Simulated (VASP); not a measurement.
## NaI: single point with r2SCAN

NaI:

```
Na I
1.0
     0.00000    3.29297    3.29297
     3.29297    0.00000    3.29297
     3.29297    3.29297    0.00000
Na I
1 1
Cartesian
  0.0000 0.0000 0.0000
  3.2930 3.2930 3.2930
```

This cell differs from its parent crystal: volume changed by +6%.

```yaml
Program: VASP 6.6.1
Task: single point
Functional: r2SCAN
Potentials_or_basis: VASP PAW PBE potentials, release 64 (Na_pv, I)
Cutoff: 550 eV
k_mesh: 6 × 6 × 6
Occupations: gaussian, width 0.01 eV
Spin: no spin polarisation
```

- Pressure: -0.9 GPa
- Band gap on the k mesh: 4.29 eV, direct

Levels at points of the mesh, in eV from the valence-band top:
```tsv
k point	band 5	band 6	band 7	band 8	band 9	band 10
(0.00, 0.00, 0.00)	0.00	0.00	0.00	4.29	8.47	8.47
(0.50, 0.00, 0.00)	-2.00	-0.27	-0.27	5.67	8.02	8.02
(0.50, 0.50, 0.00)	-1.77	-0.69	-0.69	5.19	6.11	10.38
```

It took 2.2 min on 1 thread of Intel Xeon 8259CL, with other jobs on the host, peak memory 0.22 GiB.

Caveat: the PAW data sets were made with another functional, which shifts forces and pressure a little; spin-orbit coupling is left out, which moves the levels of the heavy elements.
